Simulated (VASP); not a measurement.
A run of VASP 6.6.1 is set up as follows.

The input POSCAR:

```
V
1.0
    2.2955200000      0.0000000000      0.0000000000
    0.0000000000      2.2955200000      0.0000000000
    0.0000000000      0.0000000000     23.8000000000
V
1
Direct
    0.5000000000      0.5000000000      0.2941200000
```

INCAR.step1

```
PREC = Accurate ; ENCUT = 520
EDIFF = 1E-6 ; ISMEAR = -1
SIGMA = 0.05 ; LREAL = False
LASPH = True ; NELM = 150
ALGO = Normal ; ISIF = 2
LWAVE = False ; LCHARG = True
ISPIN = 2 ; MAGMOM = 2
LMAXMIX = 4 ; LDIPOL = True
IDIPOL = 3 ; DIPOL = 0.5 0.5 0.294
GGA = PE ; NBANDS = 16
```

The input KPOINTS.step1:

```
Automatic mesh
0
Gamma
  11 11 1
```

File INCAR.step2:

```
PREC = Accurate ; ENCUT = 520
EDIFF = 1E-6 ; ISMEAR = -5
SIGMA = 0.05 ; LREAL = False
LASPH = True ; NELM = 150
ALGO = Normal ; ISIF = 2
LWAVE = False ; LCHARG = False
ISPIN = 2 ; MAGMOM = 2
LORBIT = 11 ; LMAXMIX = 4
LDIPOL = True ; IDIPOL = 3
DIPOL = 0.5 0.5 0.294 ; GGA = PE
NBANDS = 16 ; NEDOS = 2001
ICHARG = 11
```

File KPOINTS.step2:

```
Automatic mesh
0
Gamma
  17 17 1
```

Potentials or basis: VASP PAW PBE potentials, release 64 (V_sv).

Launch:

```bash
$ cat potpaw_PBE.64/V_sv/POTCAR > POTCAR
$ cp INCAR.step1 INCAR
$ cp KPOINTS.step1 KPOINTS
$ mpirun -np 1 vasp_std > vasp.out
$ cp INCAR.step2 INCAR
$ cp KPOINTS.step2 KPOINTS
$ mpirun -np 1 vasp_std > vasp.out
```

(1) Estimate the net moment.

## Answers

(1) 0.00 μB per cell.
